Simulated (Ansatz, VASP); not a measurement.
# Hf3Ta2O in VASP and in Ansatz

```xyz
6
Lattice="5.6307 0.0000 0.0000 -2.8153 4.8763 0.0000 0.0000 0.0000 3.4013" Properties=species:S:1:pos:R:3 pbc="T T T"
Hf    2.8153    0.0000    1.7007
Hf    1.4077    2.4382    1.7007
Hf   -1.4077    2.4382    1.7007
Ta    0.0000    3.2509    0.0000
Ta    2.8153    1.6254    0.0000
O     0.0000    0.0000    0.0000
```

Change from the starting cell: species swapped into the ErCo3B2 type (P6/mmm, No. 191).

Alike in both runs: task relaxation of cell and atoms; functional PBE; k mesh 6 × 6 × 6; occupations gaussian, width 0.1 eV; no spin polarisation.

|  | VASP | Ansatz |
| --- | --- | --- |
| version | VASP 6.6.1 | Ansatz 0.2.0 |
| potentials or method | VASP PAW PBE potentials, release 64 (Hf_pv, Ta_pv, O), cutoff 600 eV | scalar-relativistic, plane waves, PAW |
| valence electrons in the cell | 58 | 110 |

```tsv
	VASP	Ansatz	Ansatz less VASP
gap on the k mesh at the Fermi level, each at its own relaxed structure (eV)	none	none	-
relaxed volume (Å³/atom)	22.63	22.75	+0.119
relaxed length of the cell vector where the two differ most in proportion (Å)	4.497	4.540	+0.0427
```

A gap of «none» marks a metal or a gap that the smearing closes. VASP's potentials hold 58 valence electrons a cell and Ansatz's 110, so a difference there can come from the potentials and not from the codes.

Spin-orbit coupling is off throughout. Noted on VASP's run: the volume moved by over 15 % at a fixed basis, so the end points are rough.
